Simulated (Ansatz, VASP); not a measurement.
**One calculation of BiTe, two programs**

The input INCAR:

```
SYSTEM = BiTe
  PREC = Accurate
  ENCUT = 520
  EDIFF = 1E-6
  ISMEAR = 0
  SIGMA = 0.15
  LREAL = .False.
  LASPH = .True.
  NELM = 100
  ALGO = Normal
  ISIF = 2
  LWAVE = .False.
  LCHARG = .False.
  GGA = PS
  NBANDS = 18
```

File KPOINTS:

```
Automatic mesh
0
Gamma
  12 12 12
  0 0 0
```

File POSCAR:

```
BiTe
1.0
    2.4953890060      1.4407135143      3.4168107131
   -2.4953890060      1.4407135143      3.4168107131
    0.0000000000     -2.8814270287      3.4168107131
Bi Te
1 1
Direct
    0.5000000000      0.5000000000      0.5000000000
    0.0000000000      0.0000000000      0.0000000000
```

Input for Ansatz:

```yaml
crystal:
  lattice:
    - [2.495389006, 1.4407135143, 3.4168107131]
    - [-2.495389006, 1.4407135143, 3.4168107131]
    - [0.0, -2.8814270287, 3.4168107131]
  atoms:
    - { symbol: Bi, position: [0.5, 0.5, 0.5] }
    - { symbol: Te, position: [0.0, 0.0, 0.0] }
basis:
  ecutwfc: 420
kpoints:
  mp_grid: { grid: [12, 12, 12] }
hamiltonian:
  xc: pbesol
scf:
  occupations: { method: gaussian, width: 0.15 }
output:
  forces: true
  stress: true
  eigenvalues: true
  write_density: true
  write_potential: true
  elf: true
  volumetric_format: npy
```

Change from the starting cell: strain +0.030 along x and y, +0.030 along z, atoms carried along.

Alike in both runs: task single point; functional PBEsol; k mesh 12 × 12 × 12; occupations gaussian, width 0.15 eV; no spin polarisation.

```csv
,VASP,Ansatz
version,VASP 6.6.1,Ansatz 0.2.0
potentials or method,"VASP PAW PBE potentials, release 64 (Bi_d, Te), cutoff 520 eV","scalar-relativistic, plane waves, PAW"
valence electrons in the cell,21,31
```

Ansatz gave:

* gap on the k mesh at the Fermi level (eV): none
* pressure (GPa): -5.6
* traceless stress, the component that is largest in VASP (GPa): 0.89

Problem. Which values does VASP return?

Solution. gap on the k mesh at the Fermi level (eV): none; pressure (GPa): -5.6; traceless stress, the component that is largest in VASP (GPa): 0.88.

VASP's potentials were made for PBE, not for PBEsol. A gap of «none» marks a metal or a gap that the smearing closes. The functional is the same, so the differences come from potentials, cutoffs and numerics. VASP's potentials hold 21 valence electrons a cell and Ansatz's 31, so a difference there can come from the potentials and not from the codes.

Neither program's run includes spin-orbit coupling.
